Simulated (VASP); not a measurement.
Wanted: the native input for a VASP 6.6.1 run.

```
Task                   : single point
Functional             : PBE
Potentials or basis    : VASP PAW PBE potentials, release 64 (Y_sv)
Cutoff                 : 520 eV
k mesh                 : 15 × 15 × 8
Occupations            : fermi-dirac, width 0.1 eV
Spin                   : no spin polarisation
Dipole correction      : no
Further INCAR settings : ALGO = Normal; EDIFF = 1e-06; NBANDS = 18
```

The structure of Y lies in POSCAR:

```
Y
1.0
    3.6533611683      0.0000000000      0.0000000000
   -1.8266805842      3.1639035810      0.0000000000
    0.0000000000      0.0000000000      5.6983253178
Y
2
Direct
    0.3333333333      0.6666666667      0.2500000000
    0.6666666667      0.3333333333      0.7500000000
```

The input as run:

INCAR

```
PREC = Accurate
ENCUT = 520
EDIFF = 1E-6
ISMEAR = -1
SIGMA = 0.1
LREAL = False
LASPH = True
NELM = 80
ALGO = Normal
ISIF = 2
LWAVE = False
LCHARG = False
GGA = PE
NBANDS = 18
```

KPOINTS

```
Automatic mesh
0
Gamma
  15 15 8
```

Potentials or basis: VASP PAW PBE potentials, release 64 (Y_sv).

Launch:

```bash
$ cat potpaw_PBE.64/Y_sv/POTCAR > POTCAR
$ mpirun -np 1 vasp_std > vasp.out
```

Results of the run:

The pressure is -0.1 GPa. The band gap on the k mesh is zero (band 11 reaches 3.96 eV, above the bottom of band 12 at 2.52 eV).

It took 110 s on 1 thread of Intel(R) Xeon(R) Platinum 8488C (Sapphire Rapids) (shared host), peak memory 0.29 GiB.
